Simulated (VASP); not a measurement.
A run of VASP 6.6.1:

Contents of INCAR:

```
ALGO = Fast
EDIFF = 1E-6
ENCUT = 520
GGA = PE
ISIF = 2
ISMEAR = 0
IVDW = 12
LASPH = True
LCHARG = False
LREAL = False
LWAVE = False
NBANDS = 12
NELM = 100
PREC = Accurate
SIGMA = 0.15
```

File KPOINTS:

```
k-points
0
Gamma
  18 18 18
```

File POSCAR:

```
Hg
1.0
   -2.0179526250      2.0179526250      1.7121451000
    2.0179526250     -2.0179526250      1.7121451000
    2.0179526250      2.0179526250     -1.7121451000
Hg
1
Direct
    0.0000000000      0.0000000000      0.0000000000
```

Potentials or basis: VASP PAW PBE potentials, release 64 (Hg).

Run with:

```console
$ cat potpaw_PBE.64/Hg/POTCAR > POTCAR
$ mpirun -np 1 vasp_std > vasp.out
```

Hardware: 1 thread of Intel(R) Xeon(R) 6975P-C (Granite Rapids), with other jobs on the host.

Task: Estimate the wall time of this run.

Result: It took 55 s on 1 thread of Intel(R) Xeon(R) 6975P-C (Granite Rapids) (shared host), peak memory 0.29 GiB. Counts: scf iterations 11, k points 480.
